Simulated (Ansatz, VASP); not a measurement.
# Two plane-wave programs on Br

```
Br
1.0
     6.98078    0.00000    0.00000
    -3.49039    6.04553    0.00000
     0.00000    0.00000    2.48171
Br
3
Direct
  0.00000 0.00000 0.00000
  0.33333 0.66667 0.50000
  0.66667 0.33333 0.50000
```

Alike in both runs: functional PBEsol; k mesh 6 × 6 × 6; occupations gaussian, width 0.1 eV; no spin polarisation.

Ansatz relaxed the structure, and its values are those at the end. VASP's run is a single point on that final structure, the one shown.

|  | VASP | Ansatz |
| --- | --- | --- |
| version | VASP 6.6.1 | Ansatz 0.2.0 |
| potentials or method | VASP PAW PBE potentials, release 64 (Br), cutoff 520 eV | scalar-relativistic, plane waves, PAW |
| valence electrons in the cell | 21 | 21 |

|  | VASP | Ansatz | Ansatz less VASP |
| --- | --- | --- | --- |
| gap on the k mesh at the Fermi level (eV) | none | none | - |
| pressure (GPa) | 0.1 | 0.1 | -0.02 |

VASP's potentials were made for PBE, not for PBEsol. A gap of «none» marks a metal or a gap that the smearing closes.

The k mesh is coarse, so the values compare programs but aren't converged.
